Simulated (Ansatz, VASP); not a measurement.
Be in VASP and in Ansatz

```
Be
1.0
     3.82030    0.00000    0.00000
     0.00000    3.82030    0.00000
     0.00000    0.00000    2.32602
Be
4
Direct
  0.29741 0.29741 0.00000
  0.70259 0.70259 0.00000
  0.20259 0.79741 0.50000
  0.79741 0.20259 0.50000
```

Change from the starting cell: volume scaled by 1.06.

Alike in both runs: task single point; functional PBE; k mesh 9 × 9 × 14; occupations fermi-dirac, width 0.05 eV; no spin polarisation.

|  | VASP | Ansatz |
| --- | --- | --- |
| version | VASP 6.6.1 | Ansatz 0.2.0 |
| potentials or method | VASP PAW PBE potentials, release 64 (Be), cutoff 520 eV | all-electron LAPW, scalar-relativistic |

Ansatz gave:

```
pressure (GPa)                                                : -6.3
traceless stress, the component that is largest in VASP (GPa) : -1.41
rms of the force components (eV/Å)                            : 0.022
```

Problem. What did VASP give for the same quantities?

Solution. Pressure (GPa): -6.2; traceless stress, the component that is largest in VASP (GPa): -1.42; rms of the force components (eV/Å): 0.021.

Atom by atom the forces differ by 0.001 eV/Å (rms over components). Ansatz ran all-electron here, and VASP with PAW potentials.
